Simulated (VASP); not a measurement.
Set up this calculation in VASP 6.6.1, as the native input.

```
Task                   : single point
Functional             : LDA
Potentials or basis    : VASP PAW PBE potentials, release 64 (Lu, Pd)
Cutoff                 : 520 eV
k mesh                 : 11 × 11 × 11
Occupations            : fermi-dirac, width 0.05 eV
Spin                   : no spin polarisation
Dipole correction      : no
Further INCAR settings : ALGO = Normal; EDIFF = 1e-06; NBANDS = 24
```

The structure of LuPd lies in POSCAR:

```
LuPd
1.0
    3.0321921660      0.0000000000      0.0000000000
    0.0000000000      3.0321921660      0.0000000000
    0.0000000000      0.0000000000      3.0321921660
Lu Pd
1 1
Direct
    0.0000000000      0.0000000000      0.0000000000
    0.5000000000      0.5000000000      0.5000000000
```

One way to write it, as run:

INCAR

```
SYSTEM = LuPd
PREC = Accurate ; ENCUT = 520
EDIFF = 1E-6 ; ISMEAR = -1
SIGMA = 0.05 ; LREAL = .False.
LASPH = .True. ; NELM = 80
ALGO = Normal ; ISIF = 2
LWAVE = .False. ; LCHARG = .False.
GGA = CA ; NBANDS = 24
```

KPOINTS

```
regular mesh
0
Gamma
  11 11 11
  0 0 0
```

Potentials or basis: VASP PAW PBE potentials, release 64 (Lu, Pd).

Run with:

```bash
$ cat potpaw_PBE.64/Lu/POTCAR potpaw_PBE.64/Pd/POTCAR > POTCAR
$ mpirun -np 1 vasp_std > vasp.out
```

It gave:

| Quantity | Value |
| --- | --- |
| Pressure | 71.0 GPa |

Caveat: the PAW data sets were made with another functional, which shifts forces and pressure a little.

Run time: 24 s on 1 thread of Intel(R) Xeon(R) Platinum 8259CL CPU @ 2.50GHz (Skylake/Cascade Lake), with other jobs on the host, peak memory 0.17 GiB.
